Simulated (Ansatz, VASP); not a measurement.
## Ni in VASP and in Ansatz

```
CELL_PARAMETERS angstrom
2.41628 0.00000 0.00000
0.00000 2.41628 0.00000
0.00000 0.00000 2.41628
ATOMIC_POSITIONS crystal
Ni 0.00000 0.00000 0.00000
```

Alike in both runs: task single point; functional RPBE; k mesh 15 × 15 × 15; occupations fermi-dirac, width 0.05 eV; collinear spin.

|  | VASP | Ansatz |
| --- | --- | --- |
| version | VASP 6.6.1 | Ansatz 0.2.0 |
| potentials or method | VASP PAW PBE potentials, release 64 (Ni), cutoff 520 eV | plane waves (420 eV) with PAW, scalar-relativistic |
| valence electrons in the cell | 10 | 18 |

Ansatz gave:

| Quantity | Value |
| --- | --- |
| pressure (GPa) | -7.3 |
| net moment per atom (μB) | 0.79 |
| size of the moment on the site where the two differ most (μB) | 0.82 |

What did VASP give for the same quantities?

Pressure (GPa): -7.2; net moment per atom (μB): 0.76; size of the moment on the site where the two differ most (μB): 0.78.

VASP's potentials were made for PBE, not for RPBE. Site moments also hang on the region over which each program counts them. The functional is the same, so the differences come from potentials, cutoffs and numerics. VASP's potentials hold 10 valence electrons a cell and Ansatz's 18, so a difference there can come from the potentials and not from the codes.
